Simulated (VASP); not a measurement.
# Si4GePt (F-43m) in VASP: further runs

Si4GePt is run at these levels: PBE; tasks: single point, relaxation of cell and atoms.

All numbers are computed with VASP 6.6.1; they aren't measurements. Logs are shortened: lines on timing, memory, paths and dates and some standing lists are left out, and cuts for length are marked.

## Step 1: The cell of the first run

The structure is cubic, space group F-43m (No. 216). Conventional cell: a = 7.031 Å, b = 7.031 Å, c = 7.031 Å, α = 90.00°, β = 90.00°, γ = 90.00°. Si (site symmetry 3m) has 6 Si at 2.47 to 2.50 Å and 3 Pt at 2.91 Å and 3 Ge at 2.92 Å within 3.3 Å. Within 3.8 Å of Ge (site symmetry -43m) lie 12 Si at 2.92 Å and 4 Pt at 3.04 Å. Within 3.8 Å of Pt (site symmetry -43m) lie 12 Si at 2.91 Å and 4 Ge at 3.04 Å.

## Step 2: Single point, PBE

Input file INCAR:

```
SYSTEM = Si4GePt
ALGO = Normal ; EDIFF = 1E-7
ENCUT = 520 ; GGA = PE
ISIF = 2 ; ISMEAR = 0
LASPH = .TRUE. ; LCHARG = .TRUE.
LELF = .TRUE. ; LREAL = .FALSE.
LVHAR = .TRUE. ; LWAVE = .FALSE.
NBANDS = 29 ; NELM = 100
PREC = Accurate ; SIGMA = 0.1
```

Input file KPOINTS:

```
k-points
0
G
  4 4 4
  0 0 0
```

Input file POSCAR:

```
Si4GePt
1.0
    0.0000000000      3.5155671500      3.5155671500
    3.5155671500      0.0000000000      3.5155671500
    3.5155671500      3.5155671500      0.0000000000
Si Ge Pt
4 1 1
Direct
    0.8730235700      0.3756588100      0.3756588100
    0.3756588100      0.3756588100      0.3756588100
    0.3756588100      0.8730235700      0.3756588100
    0.3756588100      0.3756588100      0.8730235700
    0.0000000000      0.0000000000      0.0000000000
    0.7500000000      0.7500000000      0.7500000000
```

Potentials or basis: VASP PAW PBE potentials, release 64 (Si, Ge_d, Pt).

Command:

```sh
> cat potpaw_PBE.64/Si/POTCAR potpaw_PBE.64/Ge_d/POTCAR potpaw_PBE.64/Pt/POTCAR > POTCAR
> mpirun -np 1 vasp_std > vasp.out
```

OUTCAR:

```text
SYSTEM = Si4GePt
   EDIFF = 1E-7
   ENCUT = 520
   GGA = PE
   ISIF = 2
   ISMEAR = 0
   LASPH = .TRUE.
   LREAL = .FALSE.
   NELM = 100
   PREC = Accurate

 ion  position               nearest neighbor table
   1  0.873  0.376  0.376-   2 2.47   3 2.47   4 2.47   2 2.50   4 2.50   3 2.50   6 2.91   6 2.91
                             6 2.91   5 2.92   5 2.92   5 2.92
   2  0.376  0.376  0.376-   1 2.47   3 2.47   4 2.47   4 2.50   3 2.50   1 2.50   6 2.91   6 2.91
                             6 2.91   5 2.92   5 2.92   5 2.92
   3  0.376  0.873  0.376-   1 2.47   2 2.47   4 2.47   4 2.50   2 2.50   1 2.50   6 2.91   6 2.91
                             6 2.91   5 2.92   5 2.92   5 2.92
   4  0.376  0.376  0.873-   1 2.47   2 2.47   3 2.47   2 2.50   3 2.50   1 2.50   6 2.91   6 2.91
                             6 2.91   5 2.92   5 2.92   5 2.92
   5  0.000  0.000  0.000-   1 2.92   3 2.92   4 2.92   2 2.92   2 2.92   2 2.92   1 2.92   1 2.92
                             3 2.92   3 2.92   4 2.92   4 2.92   6 3.04   6 3.04   6 3.04   6 3.04
   6  0.750  0.750  0.750-   3 2.91   4 2.91   1 2.91   4 2.91   1 2.91   3 2.91   2 2.91   2 2.91
                             2 2.91   1 2.91   3 2.91   4 2.91   5 3.04   5 3.04   5 3.04   5 3.04

  LATTYP: Found a face centered cubic cell.
 ALAT       =     7.0311343000

  Lattice vectors:

 A1 = (   0.0000000000,   3.5155671500,   3.5155671500)
 A2 = (   3.5155671500,   0.0000000000,   3.5155671500)
 A3 = (   3.5155671500,   3.5155671500,   0.0000000000)

Analysis of symmetry for initial positions (statically):
=====================================================================
 Subroutine PRICEL returns:
 Original cell was already a primitive cell.

 Routine SETGRP: Setting up the symmetry group for a
 face centered cubic supercell.

 Subroutine GETGRP returns: Found 24 space group operations
 (whereof 24 operations were pure point group operations)
 out of a pool of 48 trial point group operations.

The static configuration has the point symmetry T_d .

Analysis of symmetry for dynamics (positions and initial velocities):
=====================================================================
 Subroutine PRICEL returns:
 Original cell was already a primitive cell.

 Routine SETGRP: Setting up the symmetry group for a
 face centered cubic supercell.

 Subroutine GETGRP returns: Found 24 space group operations
 (whereof 24 operations were pure point group operations)
 out of a pool of 48 trial point group operations.

The dynamic configuration has the point symmetry T_d .

[... 92 lines left out ...]
   NSW    =      0    number of steps for IOM
   IBRION =     -1    ionic relax: 0-MD 1-quasi-New 2-CG
   NFREE  =      0    steps in history (QN), initial steepest desc. (CG)
   ISIF   =      2    stress and relaxation
   ISYM   =      2    0-nonsym 1-usesym 2-fastsym
   POTIM  = 0.5000    time-step for ionic-motion
   TEBEG  =    0.0;   TEEND  =   0.0 temperature during run
   PSTRESS=    0.0 pullay stress
   NELECT =      40.0000    total number of electrons
   NUPDOWN=      -1.0000    fix difference up-down
   EMIN   =  10.00;   EMAX   =-10.00  energy-range for DOS
   EFERMI =   0.00;   METHOD = LEGACY
   ISMEAR =     0;   SIGMA  =   0.10  broadening in eV -4-tet -1-fermi 0-gaus
   EFERMI_NEDOS =   21; number of points for ismear=-14 and -15
   IALGO  =     38    algorithm
   IMIX   =      4    mixing-type and parameters
     AMIX     =   0.40;   BMIX     =  1.00
     AMIX_MAG =   1.60;   BMIX_MAG =  1.00
  volume/ion in A,a.u.               =      14.48        97.74
  Fermi-wavevector in a.u.,A,eV,Ry     =   1.264026  2.388663 21.738877  1.597762
  Thomas-Fermi vector in A             =   2.397353
   LORBIT       =      0    0 simple, 1 ext, 2 COOP (PROOUT), +10 PAW based schemes
   GGA     = PE    functional components
   LHFCALC =     F    Hartree Fock is set to
   AEXX    =    0.0000 exact exchange contribution
   IVDW    =     0    specifies the selected vdW correction
   LEPSILON=     F    determine dielectric tensor
   LRPA    =     F    only Hartree local field effects (RPA)
 non-spin polarized calculation
 Gauss-broadening in eV      SIGMA  =   0.10
  energy-cutoff  :      520.00
  volume of cell :       86.90
 maximum number of plane-waves:      2362
 NGX is ok and might be reduce to    40
   NGX = 19   NGY = 19   NGZ = 19

 number of electron      39.9999996 magnetization

 Free energy of the ion-electron system (eV)
  ---------------------------------------------------
  ext. energy  EPLUGINS =         0.00000000
  ---------------------------------------------------
  free energy    TOTEN  =       -28.72952797 eV

  energy without entropy =      -28.69566873  energy(sigma->0) =      -28.71259835

 E-fermi :  10.4367     XC(G=0): -11.8300

 val. band max:       10.4108181243   @ k =  -0.2500   0.2500   0.0000
 cond. band min:      10.4559671778   @ k =  -0.2500   0.5000   0.2500
 fundamental gap:      0.0451490535
 Fermi energy:        10.4367337492

 k-point     1 :       0.0000    0.0000    0.0000
  band No.  band energies     occupation
      1     -14.2551      2.00000
      2     -14.2551      2.00000
      3     -14.2511      2.00000
      4     -14.2511      2.00000
      5     -14.2511      2.00000
      6      -4.1501      2.00000
[... 245 lines left out ...]
     28      16.1380      0.00000
     29      16.1520      0.00000

------------------------ aborting loop because EDIFF is reached ----------------------------------------

  FORCE on cell =-STRESS in cart. coord.  units (eV):
  Direction    XX          YY          ZZ          XY          YZ          ZX
  --------------------------------------------------------------------------------------
  -------------------------------------------------------------------------------------
  Total        6.2996645      6.2996645      6.2996645     -0.0000000      0.0000000     -0.0000000
  in kB      116.1480216    116.1480216    116.1480216     -0.0000000      0.0000000     -0.0000000
  external PRESSURE =     116.1480216 kB  Pullay stress =       0.0000000 kB

 VOLUME and BASIS-vectors are now :
 -----------------------------------------------------------------------------
  energy-cutoff  :      520.00
  volume of cell :       86.90
      direct lattice vectors                 reciprocal lattice vectors
     0.000000000  3.515567150  3.515567150    -0.142224563  0.142224563  0.142224563
     3.515567150  0.000000000  3.515567150     0.142224563 -0.142224563  0.142224563
     3.515567150  3.515567150  0.000000000     0.142224563  0.142224563 -0.142224563

 POSITION                                       TOTAL-FORCE (eV/Angst)
 -----------------------------------------------------------------------------------
      2.64131      4.38983      4.38983        -0.164105      0.164105      0.164105
      2.64131      2.64131      2.64131        -0.164105     -0.164105     -0.164105
      4.38983      2.64131      4.38983         0.164105     -0.164105      0.164105
      4.38983      4.38983      2.64131         0.164105      0.164105     -0.164105
      0.00000      0.00000      0.00000         0.000000      0.000000      0.000000
      5.27335      5.27335      5.27335         0.000000      0.000000      0.000000
 -----------------------------------------------------------------------------------
    total drift:                                0.000000      0.000000      0.000001

  FREE ENERGIE OF THE ION-ELECTRON SYSTEM (eV)
  ---------------------------------------------------
  free  energy   TOTEN  =       -28.7295279655 eV

  energy  without entropy=      -28.6956687349  energy(sigma->0) =      -28.71259835
```

OSZICAR:

```text
N       E                     dE             d eps       ncg     rms          rms(c)
DAV:   1     0.246178246773E+03    0.24618E+03   -0.18094E+04   597   0.230E+03
DAV:   2     0.759825644216E+00   -0.24542E+03   -0.23463E+03   501   0.584E+02
DAV:   3    -0.289168107742E+02   -0.29677E+02   -0.28947E+02   532   0.106E+02
DAV:   4    -0.300138351128E+02   -0.10970E+01   -0.10725E+01   571   0.206E+01
DAV:   5    -0.300361287259E+02   -0.22294E-01   -0.22286E-01   583   0.319E+00    0.127E+01
DAV:   6    -0.303902634334E+02   -0.35413E+00   -0.24261E+01   499   0.231E+01    0.153E+01
DAV:   7    -0.288616409727E+02    0.15286E+01   -0.32026E+00   504   0.139E+01    0.559E+00
DAV:   8    -0.287751998508E+02    0.86441E-01   -0.16818E+00   529   0.673E+00    0.229E+00
DAV:   9    -0.287307834260E+02    0.44416E-01   -0.20637E-01   519   0.279E+00    0.444E-01
DAV:  10    -0.287296504325E+02    0.11330E-02   -0.11298E-02   547   0.600E-01    0.237E-01
DAV:  11    -0.287295834164E+02    0.67016E-04   -0.35580E-04   628   0.134E-01    0.104E-01
DAV:  12    -0.287295277900E+02    0.55626E-04   -0.28436E-04   514   0.975E-02    0.181E-02
DAV:  13    -0.287295286161E+02   -0.82614E-06   -0.15062E-05   545   0.247E-02    0.133E-02
DAV:  14    -0.287295282002E+02    0.41593E-06   -0.46645E-07   479   0.440E-03    0.483E-03
DAV:  15    -0.287295279208E+02    0.27936E-06   -0.10335E-06   465   0.686E-03    0.893E-04
DAV:  16    -0.287295279655E+02   -0.44714E-07   -0.58410E-08   307   0.148E-03
   1 F= -.28729528E+02 E0= -.28712598E+02  d E =-.338592E-01
```

stdout:

```text
POSCAR found type information on POSCAR SiGePt
 POSCAR found :  3 types and       6 ions
 scaLAPACK will be used
 LDA part: xc-table for (Slater+PW92), standard interpolation
 POSCAR, INCAR and KPOINTS ok, starting setup
 FFT: planning ... GRIDC
 FFT: planning ... GRID_SOFT
 FFT: planning ... GRID
 WAVECAR not read
 entering main loop
```

Run time: 24 s. Hardware: 1 thread of AMD EPYC 7R13 (Zen 3), shared host; peak memory 0.21 GiB.

Results:

```yaml
Free_energy: -28.7295 eV
Pressure: 11.6 GPa
Largest_force: 0.284 eV/Å
Band_gap_on_the_k_mesh: zero (band 20 reaches 10.88 eV, above the bottom of band 21 at 9.82 eV)
```

Forces in eV/Å, atoms in the order of the input:
```
Si  -0.164  0.164  0.164
Si  -0.164 -0.164 -0.164
Si   0.164 -0.164  0.164
Si   0.164  0.164 -0.164
Ge   0.000  0.000  0.000
Pt   0.000  0.000  0.000
```

Caveat: the k points lie up to 0.39 Å⁻¹ apart; spin-orbit coupling is left out, which moves the levels of the heavy elements.

## Step 3: Single point, PBE

This run uses another cell than the first one, of 15.96 Å³/atom, 1.102 times its volume.

Input file INCAR:

```
PREC = Accurate
ENCUT = 520
EDIFF = 1E-7
ISMEAR = 0
SIGMA = 0.1
LREAL = F
LASPH = T
NELM = 80
ALGO = Normal
ISIF = 2
LWAVE = F
LCHARG = T
GGA = PE
LELF = T
LVHAR = T
NBANDS = 29
```

Input file KPOINTS:

```
regular mesh
0
Gamma
  4 4 4
```

Input file POSCAR:

```
Si4GePt
1.0
    0.0000000000      3.6310172940      3.6310172940
    3.6310172940      0.0000000000      3.6310172940
    3.6310172940      3.6310172940      0.0000000000
Si Ge Pt
4 1 1
Direct
    0.8744172862      0.3751942379      0.3751942379
    0.3751942379      0.3751942379      0.3751942379
    0.3751942379      0.8744172862      0.3751942379
    0.3751942379      0.3751942379      0.8744172862
    0.0000000000      0.0000000000      0.0000000000
    0.7500000000      0.7500000000      0.7500000000
```

Potentials or basis: VASP PAW PBE potentials, release 64 (Si, Ge_d, Pt).

Command:

```sh
> cat potpaw_PBE.64/Si/POTCAR potpaw_PBE.64/Ge_d/POTCAR potpaw_PBE.64/Pt/POTCAR > POTCAR
> mpirun -np 1 vasp_std > vasp.out
```

OUTCAR:

```text
PREC = Accurate
   ENCUT = 520
   EDIFF = 1E-7
   ISMEAR = 0
   LREAL = F
   LASPH = T
   NELM = 80
   ISIF = 2
   GGA = PE

 ion  position               nearest neighbor table
   1  0.874  0.375  0.375-   2 2.56   3 2.56   4 2.56   2 2.57   4 2.57   3 2.57   6 3.01   6 3.01
                             6 3.01   5 3.01   5 3.01   5 3.01
   2  0.375  0.375  0.375-   1 2.56   3 2.56   4 2.56   4 2.57   3 2.57   1 2.57   6 3.01   6 3.01
                             6 3.01   5 3.01   5 3.01   5 3.01
   3  0.375  0.874  0.375-   1 2.56   2 2.56   4 2.56   4 2.57   2 2.57   1 2.57   6 3.01   6 3.01
                             6 3.01   5 3.01   5 3.01   5 3.01
   4  0.375  0.375  0.874-   1 2.56   2 2.56   3 2.56   2 2.57   3 2.57   1 2.57   6 3.01   6 3.01
[... 450 lines left out ...]
  Total        0.1038471      0.1038471      0.1038471      0.0000000      0.0000000      0.0000000
  in kB        1.7377605      1.7377605      1.7377605      0.0000000      0.0000000      0.0000000
  external PRESSURE =       1.7377605 kB  Pullay stress =       0.0000000 kB

 VOLUME and BASIS-vectors are now :
 -----------------------------------------------------------------------------
  energy-cutoff  :      520.00
  volume of cell :       95.74
      direct lattice vectors                 reciprocal lattice vectors
     0.000000000  3.631017294  3.631017294    -0.137702456  0.137702456  0.137702456
     3.631017294  0.000000000  3.631017294     0.137702456 -0.137702456  0.137702456
     3.631017294  3.631017294  0.000000000     0.137702456  0.137702456 -0.137702456

 POSITION                                       TOTAL-FORCE (eV/Angst)
 -----------------------------------------------------------------------------------
      2.72467      4.53736      4.53736        -0.027070      0.027070      0.027070
      2.72467      2.72467      2.72467        -0.027070     -0.027070     -0.027070
      4.53736      2.72467      4.53736         0.027070     -0.027070      0.027070
      4.53736      4.53736      2.72467         0.027070      0.027070     -0.027070
      0.00000      0.00000      0.00000        -0.000000     -0.000000     -0.000000
      5.44653      5.44653      5.44653        -0.000000     -0.000000     -0.000000
 -----------------------------------------------------------------------------------
    total drift:                                0.000000      0.000000      0.000001

  FREE ENERGIE OF THE ION-ELECTRON SYSTEM (eV)
  ---------------------------------------------------
  free  energy   TOTEN  =       -29.0343392122 eV

  energy  without entropy=      -28.9933100240  energy(sigma->0) =      -29.01382462
```

OSZICAR:

```text
N       E                     dE             d eps       ncg     rms          rms(c)
DAV:   1     0.247056402258E+03    0.24706E+03   -0.17854E+04   586   0.211E+03
DAV:   2     0.500356458495E+01   -0.24205E+03   -0.23013E+03   477   0.587E+02
DAV:   3    -0.287174807977E+02   -0.33721E+02   -0.32874E+02   567   0.109E+02
DAV:   4    -0.299006847977E+02   -0.11832E+01   -0.11733E+01   555   0.208E+01
DAV:   5    -0.299284191497E+02   -0.27734E-01   -0.27721E-01   557   0.375E+00    0.100E+01
DAV:   6    -0.301536689310E+02   -0.22525E+00   -0.15994E+01   489   0.183E+01    0.113E+01
DAV:   7    -0.291048312761E+02    0.10488E+01   -0.23064E+00   489   0.112E+01    0.415E+00
DAV:   8    -0.290749827677E+02    0.29849E-01   -0.10868E+00   539   0.502E+00    0.178E+00
DAV:   9    -0.290340937804E+02    0.40889E-01   -0.19610E-01   519   0.255E+00    0.331E-01
DAV:  10    -0.290344201823E+02   -0.32640E-03   -0.67325E-03   576   0.467E-01    0.176E-01
DAV:  11    -0.290343649023E+02    0.55280E-04   -0.23592E-04   601   0.110E-01    0.828E-02
DAV:  12    -0.290343393897E+02    0.25513E-04   -0.13745E-04   514   0.640E-02    0.852E-03
DAV:  13    -0.290343398867E+02   -0.49705E-06   -0.98594E-06   545   0.167E-02    0.851E-03
DAV:  14    -0.290343395760E+02    0.31071E-06   -0.24664E-07   436   0.307E-03    0.440E-03
DAV:  15    -0.290343391845E+02    0.39148E-06   -0.70249E-07   455   0.481E-03    0.649E-04
DAV:  16    -0.290343392122E+02   -0.27678E-07   -0.43284E-08   322   0.128E-03
   1 F= -.29034339E+02 E0= -.29013825E+02  d E =-.410292E-01
```

Run time: 26 s. Hardware: 1 thread of AMD EPYC 7R13 (Zen 3), shared host; peak memory 0.21 GiB.

Results:

```
Free energy            : -29.0343 eV
Pressure               : 0.2 GPa
Largest force          : 0.047 eV/Å
Band gap on the k mesh : zero (band 20 reaches 9.49 eV, above the bottom of band 21 at 8.68 eV)
```

Forces on the atoms (eV/Å):
```
Si  -0.027  0.027  0.027
Si  -0.027 -0.027 -0.027
Si   0.027 -0.027  0.027
Si   0.027  0.027 -0.027
Ge   0.000  0.000  0.000
Pt   0.000  0.000  0.000
```

Caveat: the k points lie up to 0.37 Å⁻¹ apart; spin-orbit coupling is left out, which moves the levels of the heavy elements.

## Step 4: Relaxation of cell and atoms, PBE

Input file INCAR:

```
  ALGO = Normal
  EDIFF = 1E-7
  EDIFFG = -0.04
  ENCUT = 600
  GGA = PE
  IBRION = 2
  ISIF = 3
  ISMEAR = 0
  LASPH = T
  LCHARG = F
  LREAL = F
  LWAVE = F
  NELM = 60
  NSW = 90
  PREC = Accurate
  SIGMA = 0.1
```

Input file KPOINTS:

```
k-points
0
Gamma
  4 4 4
```

Input file POSCAR:

```
Si4GePt
1.0
    0.0000000000      3.5155671500      3.5155671500
    3.5155671500      0.0000000000      3.5155671500
    3.5155671500      3.5155671500      0.0000000000
Si Ge Pt
4 1 1
Direct
    0.8730235700      0.3756588100      0.3756588100
    0.3756588100      0.3756588100      0.3756588100
    0.3756588100      0.8730235700      0.3756588100
    0.3756588100      0.3756588100      0.8730235700
    0.0000000000      0.0000000000      0.0000000000
    0.7500000000      0.7500000000      0.7500000000
```

Command:

```sh
> cat potpaw_PBE.64/Si/POTCAR potpaw_PBE.64/Ge_d/POTCAR potpaw_PBE.64/Pt/POTCAR > POTCAR
> mpirun -np 1 vasp_std > vasp.out
```

Run time: 59 s. Hardware: 1 thread of AMD EPYC 7R13 (Zen 3), shared host; peak memory 0.22 GiB.

It converged, with:

```yaml
Free_energy: -29.0336 eV
Relaxed_volume: 15.98 Å³/atom
Relaxed_cell: a = 5.137 Å, b = 5.137 Å, c = 5.137 Å, α = 60.00°, β = 60.00°, γ = 60.00°
Space_group_after_relaxing_to_0.05_Å: F-43m (No. 216)
Energy_gained_by_relaxing: 50.6 meV/atom
Ionic_steps: 3
Pressure_after_relaxing: 0.1 GPa
Largest_force_after_relaxing: 0.024 eV/Å
Band_gap_on_the_k_mesh: zero (band 20 reaches 9.46 eV, above the bottom of band 21 at 8.66 eV)
```

Forces in eV/Å, atoms in the order of the input:
```
Si   0.014 -0.014 -0.014
Si   0.014  0.014  0.014
Si  -0.014  0.014 -0.014
Si  -0.014 -0.014  0.014
Ge   0.000  0.000  0.000
Pt   0.000  0.000  0.000
```

Step by step:
| step | energy change (eV) | largest force (eV/Å) | pressure (GPa) | volume (Å³) |
| --- | --- | --- | --- | --- |
| 1 | 0.0000 | 0.2843 | 11.64 | 86.90 |
| 2 | -0.2345 | 0.1162 | -4.25 | 100.81 |
| 3 | -0.3037 | 0.0239 | 0.05 | 95.88 |

Final structure:
```
CELL_PARAMETERS angstrom
0.00000 3.63274 3.63274
3.63274 0.00000 3.63274
3.63274 3.63274 0.00000
ATOMIC_POSITIONS crystal
Si 0.87530 0.37490 0.37490
Si 0.37490 0.37490 0.37490
Si 0.37490 0.87530 0.37490
Si 0.37490 0.37490 0.87530
Ge 0.00000 0.00000 0.00000
Pt 0.75000 0.75000 0.75000
```

Levels at points of the mesh, in eV from the Fermi level:
| k point | band 17 | band 18 | band 19 | band 20 | band 21 | band 22 | band 23 | band 24 |
| --- | --- | --- | --- | --- | --- | --- | --- | --- |
| (0.00, 0.00, 0.00) | -1.11 | -1.11 | -1.11 | -0.42 | -0.42 | -0.42 | 0.02 | 0.61 |
| (0.50, 0.00, 0.00) | -1.55 | -1.55 | -0.89 | 0.34 | 0.40 | 0.40 | 1.19 | 1.19 |
| (0.50, 0.50, 0.00) | -1.59 | 0.28 | 0.28 | 0.33 | 0.89 | 0.89 | 1.01 | 2.34 |

Caveat: the k points lie up to 0.37 Å⁻¹ apart in the final cell; spin-orbit coupling is left out, which moves the levels of the heavy elements.

(Part 1 of 2 ends here.)
